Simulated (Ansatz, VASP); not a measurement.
**SbAs2 in VASP and in Ansatz**

```
Sb As
1.0
     5.38559    0.00000    0.00000
    -2.69279    4.66406    0.00000
     0.00000    0.00000    9.57208
Sb As
2 4
Direct
  0.33333 0.66667 0.00000
  0.66667 0.33333 0.00000
  0.00000 0.00000 0.50000
  0.00000 0.00000 0.25915
  0.00000 0.00000 0.74085
  0.00000 0.00000 0.00000
```

Alike in both runs: functional PBE; k mesh 6 × 6 × 2; occupations gaussian, width 0.1 eV; no spin polarisation.

Ansatz relaxed the structure, and its values are those at the end. VASP's run is a single point on that final structure, the one shown.

```csv
,VASP,Ansatz
version,VASP 6.6.1,Ansatz 0.2.0
potentials or method,"VASP PAW PBE potentials, release 64 (Sb_d_GW, As_d), cutoff 600 eV","scalar-relativistic, plane waves, PAW"
valence electrons in the cell,90,90
```

Ansatz gave:

| Property | Result |
| --- | --- |
| gap on the k mesh at the Fermi level (eV) | none |
| pressure (GPa) | 0.0 |
| rms of the force components (eV/Å) | 0.007 |

Question: Which values does VASP return?

Answer: gap on the k mesh at the Fermi level (eV): none; pressure (GPa): 0.0; rms of the force components (eV/Å): 0.012.

A gap of «none» marks a metal or a gap that the smearing closes.

Spin-orbit coupling is off throughout.
